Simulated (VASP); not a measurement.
BC7: single point with LDA

BC7:

```xyz
8
Lattice="2.5358 0.0000 0.0000 -1.2679 2.1961 0.0000 0.0000 0.0000 8.5223" Properties=species:S:1:pos:R:3 pbc="T T T"
B     0.0000    0.0000    2.7516
C     0.0000    0.0000    4.3649
C     0.0000    1.4641    0.0002
C     0.0000    1.4641    6.9566
C     1.2679    0.7320    6.4339
C     1.2679    0.7320    4.8877
C     1.2679    0.7320    0.5415
C     1.2679    0.7320    2.0376
```

| Quantity | Value |
| --- | --- |
| Program | VASP 6.6.1 |
| Task | single point |
| Functional | LDA |
| Potentials or basis | VASP PAW LDA potentials, release 64 (B, C) |
| Cutoff | 520 eV |
| k mesh | 10 × 10 × 3 |
| Occupations | methfessel-paxton, width 0.05 eV |
| Spin | no spin polarisation |
| Dipole correction | no |
| Further INCAR settings | ALGO = Normal; EDIFF = 1e-07; NBANDS = 26 |

The pressure is -12.8 GPa. The largest force is 0.176 eV/Å and the band gap on the k mesh is zero (an odd number of electrons rules out a gap without spin polarisation).

Forces in eV/Å, atoms in the order of the input:
```
B    0.000  0.000 -0.034
C    0.000  0.000  0.165
C    0.000  0.000 -0.050
C    0.000  0.000 -0.003
C    0.000  0.000  0.062
C    0.000  0.000 -0.044
C    0.000  0.000  0.079
C    0.000  0.000 -0.176
```

Stress tensor (GPa, compression positive):
```
-12.60   0.00   0.00
  0.00 -12.60   0.00
  0.00   0.00 -13.18
```

Levels at points of the mesh, in eV from the Fermi level:
```tsv
k point	band 13	band 14	band 15	band 16	band 17	band 18	band 19	band 20
(0.00, 0.00, 0.00)	0.00	0.48	2.46	2.46	6.23	6.23	6.64	8.13
(0.50, 0.00, 0.00)	-3.88	-3.01	-2.15	-0.45	5.36	6.01	6.75	7.55
```

It took 60 s on 1 thread of Intel Xeon 8259CL, on a shared host, peak memory 0.16 GiB.

Caveat: the cell stands under tension.
